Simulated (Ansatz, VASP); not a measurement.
## Si: VASP beside Ansatz

```
Si
1.0
     0.05431    2.74262    2.74262
     2.74262    0.05431    2.74262
     2.74262    2.74262    0.05431
Si
2
Direct
  0.50000 0.50000 0.50000
  0.75000 0.75000 0.75000
```

Change from the starting cell: equal xy, yz and zx shear strains of +2 %, PAW files.

Alike in both runs: task electric field gradients; functional PBE; k mesh 12 × 12 × 12; occupations fermi-dirac, width 0.08 eV; no spin polarisation.

|  | VASP | Ansatz |
| --- | --- | --- |
| version | VASP 6.6.1 | Ansatz 0.2.0 |
| potentials or method | VASP PAW PBE potentials, release 64 (Si) | PAW with Ansatz's default frozen-core files, scalar-relativistic |
| plane-wave cutoff (eV) | 520 | 420 |
| valence electrons in the cell | 8 | 8 |

Ansatz gave:

| Property | Result |
| --- | --- |
| pressure (GPa) | 2.1 |
| traceless stress, the component that is largest in VASP (GPa) | -2.02 |
| rms of the force components (eV/Å) | 0.182 |
| size of Vzz on the site where it differs most (V/Å²) | 7.7 |

Question: Estimate VASP's values.

Answer: Pressure (GPa): 2.1; traceless stress, the component that is largest in VASP (GPa): -2.02; rms of the force components (eV/Å): 0.180; size of Vzz on the site where it differs most (V/Å²): 8.0.

Atom by atom the forces differ by 0.001 eV/Å (rms over components).
